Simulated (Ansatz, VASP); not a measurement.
**One calculation of BN, two programs**

```xyz
8
Lattice="4.4242 0.0000 0.0000 0.0000 4.4242 0.0000 0.0000 0.0000 2.5504" Properties=species:S:1:pos:R:3 pbc="T T T"
B     0.7711    3.6532    1.2752
B     1.4410    1.4410    0.0000
B     2.9832    2.9832    0.0000
B     3.6532    0.7711    1.2752
N     3.5951    3.5951    1.2752
N     1.3830    3.0412    0.0000
N     3.0412    1.3830    0.0000
N     0.8291    0.8291    1.2752
```

Alike in both runs: task single point; functional PBEsol; k mesh 4 × 4 × 8; occupations gaussian, width 0.1 eV; no spin polarisation.

|  | VASP | Ansatz |
| --- | --- | --- |
| version | VASP 6.6.1 | Ansatz 0.2.0 |
| potentials or method | VASP PAW PBE potentials, release 64 (B, N), cutoff 600 eV | scalar-relativistic, plane waves, PAW |
| valence electrons in the cell | 32 | 32 |

Ansatz gave:

| Item | Value |
| --- | --- |
| gap on the k mesh at the Fermi level (eV) | 4.72 |
| least direct gap on the mesh (eV) | 5.79 |
| pressure (GPa) | -5.8 |
| rms of the force components (eV/Å) | 0.005 |

What did VASP give for the same quantities?

gap on the k mesh at the Fermi level (eV): 4.71; least direct gap on the mesh (eV): 5.78; pressure (GPa): -5.4; rms of the force components (eV/Å): 0.005.

VASP's potentials were made for PBE, not for PBEsol, and Ansatz warns of the same on its side. Atom by atom the forces differ by 0.002 eV/Å (rms over components).
